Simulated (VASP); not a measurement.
# GaAs (I-4m2) in VASP: notebook, part 2 of 2

VASP 6.6.1. Earlier steps stand in the parts before.

## (4) Single point, r2SCAN (film at in-plane strain -0.01)

File POSCAR:

```
GaAs
1.0
    2.8050957933      2.8050957933      0.0000000000
   -2.8050957933      2.8050957933      0.0000000000
    0.0000000000      2.8050957933      2.8565983122
Ga As
1 1
Direct
    0.0000000000      0.0000000000      0.0000000000
    0.7500000000      0.2500000000      0.5000000000
```

File INCAR.step1:

```
SYSTEM = GaAs
ALGO     = Normal         ! electronic algorithm
EDIFF    = 1E-4           ! SCF threshold, eV
ENCUT    = 520            ! plane-wave cutoff, eV
GGA      = PE             ! functional
ISMEAR   = 0              ! smearing method
LASPH    = .TRUE.         ! aspherical terms in the spheres
LCHARG   = .FALSE.        ! write CHGCAR
LREAL    = .FALSE.        ! projectors in reciprocal space
LWAVE    = .TRUE.         ! write WAVECAR
NBANDS   = 16             ! bands
NELM     = 100            ! most SCF steps
PREC     = Accurate       ! precision mode
SIGMA    = 0.01           ! smearing width, eV
```

File INCAR.step2:

```
SYSTEM = GaAs
ALGO     = Normal         ! electronic algorithm
EDIFF    = 1E-6           ! SCF threshold, eV
ENCUT    = 520            ! plane-wave cutoff, eV
ISIF     = 2              ! what is computed and relaxed
ISMEAR   = 0              ! smearing method
ISTART   = 1            
LASPH    = .TRUE.         ! aspherical terms in the spheres
LCHARG   = .FALSE.        ! write CHGCAR
LMIXTAU  = .TRUE.       
LREAL    = .FALSE.        ! projectors in reciprocal space
LWAVE    = .FALSE.        ! write WAVECAR
METAGGA  = R2SCAN         ! meta-GGA
NBANDS   = 16             ! bands
NELM     = 100            ! most SCF steps
PREC     = Accurate       ! precision mode
SIGMA    = 0.01           ! smearing width, eV
```

File KPOINTS:

```
k-points
0
G
  8 8 8
  0 0 0
```

Launch:

```
> cat potpaw_PBE.64/Ga_d/POTCAR potpaw_PBE.64/As/POTCAR > POTCAR
> cp INCAR.step1 INCAR
> mpirun -np 1 vasp_std > vasp.out
> cp INCAR.step2 INCAR
> mpirun -np 1 vasp_std > vasp.out
```

Wall time 80 s (1 thread of Intel Xeon 6975P-C (Granite Rapids), shared host); peak memory 0.2 GiB.

The run converged. Its results:

| Quantity | Value |
| --- | --- |
| Free energy | -27.0494 eV |
| Pressure | 1.0 GPa |
| Band gap on the k mesh | 1.00 eV, direct |

Stress tensor (GPa, compression positive):
```
1.44 0.00 0.00
0.00 1.44 0.00
0.00 0.00 0.17
```

Levels at points of the mesh, in eV from the valence-band top:
```
           k point  band 5  band 6  band 7  band 8  band 9  band 10  band 11  band 12  band 13  band 14
(0.00, 0.00, 0.00)  -15.19  -13.28   -0.11    0.00    0.00     1.00     3.99     3.99     4.04     8.23
(0.50, 0.00, 0.00)  -15.18  -11.42   -6.88   -1.31   -1.15     1.33     4.90     5.02     8.27    11.13
(0.50, 0.50, 0.00)  -15.18  -10.61   -7.02   -2.88   -2.87     1.67     1.85    10.80    10.90    11.80
(0.00, 0.00, 0.50)  -15.18  -10.68   -7.13   -2.75   -2.75     1.79     2.03    10.86    10.86    11.67
```

Caveat: the cell differs from its parent crystal (film at in-plane strain -0.01); the PAW data sets were made with another functional, which shifts forces and pressure a little. A k mesh can miss the band edges.

## (5) Single point, r2SCAN (in-plane strain -0.005)

File POSCAR:

```
GaAs
1.0
    2.8192629438      2.8192629438      0.0000000000
   -2.8192629438      2.8192629438      0.0000000000
    0.0000000000      2.8192629438      2.8419303846
Ga As
1 1
Direct
    0.0000000000      0.0000000000      0.0000000000
    0.7500000000      0.2500000000      0.5000000000
```

File INCAR.step1:

```
PREC     = Accurate       # precision mode
ENCUT    = 520            # plane-wave cutoff, eV
ISMEAR   = 0              # smearing method
SIGMA    = 0.01           # smearing width, eV
LREAL    = F              # projectors in reciprocal space
LASPH    = T              # aspherical terms in the spheres
NELM     = 80             # most SCF steps
NBANDS   = 16             # bands
GGA      = PE             # functional
ALGO     = Normal         # electronic algorithm
EDIFF    = 1E-4           # SCF threshold, eV
LWAVE    = T              # write WAVECAR
LCHARG   = F              # write CHGCAR
```

File INCAR.step2:

```
PREC     = Accurate       # precision mode
ENCUT    = 520            # plane-wave cutoff, eV
EDIFF    = 1E-7           # SCF threshold, eV
ISMEAR   = 0              # smearing method
SIGMA    = 0.01           # smearing width, eV
LREAL    = F              # projectors in reciprocal space
LASPH    = T              # aspherical terms in the spheres
NELM     = 80             # most SCF steps
ALGO     = Normal         # electronic algorithm
ISIF     = 2              # what is computed and relaxed
LWAVE    = F              # write WAVECAR
LCHARG   = F              # write CHGCAR
METAGGA  = R2SCAN         # meta-GGA
LMIXTAU  = T            
NBANDS   = 16             # bands
ISTART   = 1
```

File KPOINTS:

```
Automatic mesh
0
Gamma
  8 8 8
```

Launch:

```
> cat potpaw_PBE.64/Ga_d/POTCAR potpaw_PBE.64/As/POTCAR > POTCAR
> cp INCAR.step1 INCAR
> mpirun -np 1 vasp_std > vasp.out
> cp INCAR.step2 INCAR
> mpirun -np 1 vasp_std > vasp.out
```

It took 1.7 min on 1 thread of Intel Xeon 6975P-C (Granite Rapids), shared host; peak memory 0.2 GiB.

Results (log left out):

```yaml
Free_energy: -27.0522 eV
Pressure: 0.6 GPa
Band_gap_on_the_k_mesh: 0.98 eV, direct
```

Stress tensor (GPa, compression positive):
```
0.80 0.00 0.00
0.00 0.80 0.00
0.00 0.00 0.26
```

Levels at points of the mesh, in eV from the valence-band top:
```
           k point  band 5  band 6  band 7  band 8  band 9  band 10  band 11  band 12  band 13  band 14
(0.00, 0.00, 0.00)  -15.16  -13.23   -0.05    0.00    0.00     0.98     4.02     4.02     4.04     8.23
(0.50, 0.00, 0.00)  -15.16  -11.37   -6.83   -1.24   -1.17     1.34     4.94     5.00     8.28    11.12
(0.50, 0.50, 0.00)  -15.15  -10.59   -6.99   -2.81   -2.81     1.72     1.91    10.82    10.87    11.76
(0.00, 0.00, 0.50)  -15.15  -10.62   -7.04   -2.76   -2.76     1.78     1.99    10.85    10.85    11.70
```

Caveat: the cell differs from its parent crystal (in-plane strain -0.005); the PAW data sets were made with another functional, which shifts forces and pressure a little.

## (6) Summary

| cell | gap on the mesh (eV) | pressure (GPa) |
| --- | --- | --- |
| a = 3.967, b = 3.967, c = 3.999 Å, angles 60.3, 60.3, 90.0°, 2 atoms | 1.02 | 1.2 |
| a = 3.967, b = 3.967, c = 4.004 Å, angles 60.3, 60.3, 90.0°, 2 atoms | 1.00 | 1.0 |
| a = 3.987, b = 3.987, c = 4.003 Å, angles 60.1, 60.1, 90.0°, 2 atoms | 0.98 | 0.6 |

Alike in all rows: task single point; level r2SCAN; potentials or basis VASP PAW PBE potentials, release 64 (Ga_d, As); no spin polarisation; k mesh 8 × 8 × 8; cutoff (eV) 520; smearing gaussian 0.01 eV.

Caveats: the PAW data sets were made with another functional, which shifts forces and pressure a little.

Total energies depend on the potentials used, so only differences within one code and one set of settings carry meaning.
